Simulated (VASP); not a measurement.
**MgO (Periclase): single point with PBE**

MgO (Periclase), a slab with vacuum:

```
Mg O
1.0
     2.98187    0.00000    0.00000
     1.49093    2.58237    0.00000
     0.00000    0.00000   22.65203
Mg O
2 2
Direct
  0.00000 0.00000 0.41939
  0.33333 0.33333 0.52687
  0.66667 0.66667 0.47313
  0.00000 0.00000 0.58061
```

- Program: VASP 6.6.1
- Task: single point
- Functional: PBE
- Potentials or basis: VASP PAW PBE potentials, release 64 (Mg, O)
- Cutoff: 520 eV
- k mesh: 5 × 5 × 1
- Occupations: methfessel-paxton, width 0.15 eV
- Spin: no spin polarisation
- Dipole correction: yes
- Further INCAR settings: ALGO = Normal; EDIFF = 1e-06; NBANDS = 16; NELMDL = -8

```
Largest force          : 3.017 eV/Å
Band gap on the k mesh : zero (band 8 reaches -4.02 eV, above the bottom of band 9 at -4.40 eV)
```

Forces in eV/Å, atoms in the order of the input:
```
Mg   0.000  0.000  0.687
Mg   0.000  0.000  3.017
O    0.000  0.000 -2.085
O    0.000  0.000 -1.619
```

Levels at points of the mesh, in eV from the Fermi level:
| k point | band 4 | band 5 | band 6 | band 7 | band 8 | band 9 | band 10 | band 11 | band 12 | band 13 |
| --- | --- | --- | --- | --- | --- | --- | --- | --- | --- | --- |
| (0.00, 0.00, 0.00) | -3.05 | -3.05 | -2.44 | -0.59 | 0.40 | 0.40 | 2.95 | 4.35 | 5.41 | 6.96 |

It took 57 s on 1 thread of Intel(R) Xeon(R) Platinum 8259CL CPU @ 2.50GHz (Skylake/Cascade Lake), on a shared host, peak memory 0.28 GiB.

Caveat: the k points lie up to 0.49 Å⁻¹ apart.
